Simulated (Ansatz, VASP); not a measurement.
## BP: VASP beside Ansatz

Contents of INCAR:

```
PREC = Accurate
ENCUT = 520
EDIFF = 1E-7
ISMEAR = 0
SIGMA = 0.01
LREAL = False
LASPH = True
NELM = 60
ALGO = Normal
ISIF = 2
LWAVE = False
LCHARG = False
GGA = PS
NBANDS = 11
```

Contents of KPOINTS:

```
Automatic mesh
0
Gamma
  8 8 8
```

File POSCAR:

```
BP
1.0
    2.2031534117      2.2031534117      0.0000000000
   -2.2031534117      2.2031534117      0.0000000000
    0.0000000000      2.2031534117      2.2031534117
B P
1 1
Direct
    0.0000000000      0.0000000000      0.0000000000
    0.7500000000      0.2500000000      0.5000000000
```

Input for Ansatz:

```yaml
crystal:
  lattice:
    - [2.20315341172, 2.20315341172, 0.0]
    - [-2.20315341172, 2.20315341172, 0.0]
    - [0.0, 2.20315341172, 2.20315341172]
  atoms:
    - { symbol: B, position: [0.0, 0.0, 0.0] }
    - { symbol: P, position: [0.75, 0.25, 0.5] }
kpoints:
  mp_grid: { grid: [8, 8, 8] }
scf:
  occupations: { method: fixed }
  convergence: { dr2_threshold: 1.0e-10 }
hamiltonian:
  xc: pbesol
  pseudopotentials: { kind: all_electron, lapw: { basis_error: 0.0005 } }
output:
  forces: true
  stress: true
  eigenstates:
    kpoints:
      - [0.0, 0.0, 0.0]
      - [0.416696249, -0.416696249, 0.0]
      - [0.416696249, 0.416696249, 0.416696249]
      - [0.0, 0.0, 0.416696249]
      - [-0.5, -0.5, -0.5]
      - [-0.5, 0.5, 0.0]
      - [0.0, 0.0, -0.5]
      - [0.0, -0.5, -0.5]
      - [0.0, 0.5, 0.0]
      - [-0.5, 0.0, 0.0]
      - [-0.5, 0.0, -0.5]
  eigenvalues: true
```

Alike in both runs: task single point; functional PBEsol; k mesh 8 × 8 × 8; no spin polarisation.

|  | VASP | Ansatz |
| --- | --- | --- |
| version | VASP 6.6.1 | Ansatz 0.2.0 |
| potentials or method | VASP PAW PBE potentials, release 64 (B, P), cutoff 520 eV | all-electron LAPW, scalar-relativistic |
| occupations | gaussian, width 0.01 eV | fixed |

Ansatz gave:

- gap on the k mesh at the Fermi level (eV): 1.06
- pressure (GPa): 14.9

Which values does VASP return?

gap on the k mesh at the Fermi level (eV): 1.05; pressure (GPa): 15.1.

VASP's potentials were made for PBE, not for PBEsol. Ansatz ran all-electron here, and VASP with PAW potentials.
